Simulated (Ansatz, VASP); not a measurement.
**In in VASP and in Ansatz**

The input INCAR:

```
PREC = Accurate
ENCUT = 520
EDIFF = 1E-8
ISMEAR = -1
SIGMA = 0.05
LREAL = False
LASPH = True
NELM = 80
ALGO = Normal
ISIF = 2
LWAVE = False
LCHARG = False
GGA = CA
LEFG = True
NBANDS = 12
```

The input KPOINTS:

```
regular mesh
0
Gamma
  14 14 14
```

POSCAR

```
In
1.0
   -1.6207113306      1.6207113306      2.4656758579
    1.6207113306     -1.6207113306      2.4656758579
    1.6207113306      1.6207113306     -2.4656758579
In
1
Direct
    0.0000000000      0.0000000000      0.0000000000
```

Input for Ansatz:

```yaml
crystal:
  lattice:
    - [-1.6207113306, 1.6207113306, 2.4656758579]
    - [1.6207113306, -1.6207113306, 2.4656758579]
    - [1.6207113306, 1.6207113306, -2.4656758579]
  atoms:
    - { symbol: In, position: [0.0, 0.0, 0.0] }
kpoints:
  mp_grid: { grid: [14, 14, 14] }
scf:
  occupations: { method: fermi_dirac, width: 0.05 }
hamiltonian:
  xc: lda
  pseudopotentials: { kind: all_electron, datasets: crystal }
output:
  forces: true
  stress: true
  eigenvalues: true
  efg: { contact_densities: true }
```

Change from the starting cell: volume scaled by 0.99, crystal datasets.

Alike in both runs: task electric field gradients; functional LDA; k mesh 14 × 14 × 14; occupations fermi-dirac, width 0.05 eV; no spin polarisation.

|  | VASP | Ansatz |
| --- | --- | --- |
| version | VASP 6.6.1 | Ansatz 0.2.0 |
| potentials or method | VASP PAW LDA potentials, release 64 (In_d), cutoff 520 eV | all-electron PAW with datasets made for the crystal, scalar-relativistic |

```tsv
	VASP	Ansatz	Ansatz less VASP
pressure (GPa)	-2.3	-2.3	+0.01
traceless stress, the component that is largest in VASP (GPa)	0.30	0.29	-0.007
size of Vzz on the site where it differs most (V/Å²)	22.3	22.2	-0.06
```

LDA's correlation is that of Perdew and Zunger in VASP and of Perdew and Wang (1992) in Ansatz. Ansatz ran all-electron here, and VASP with PAW potentials.
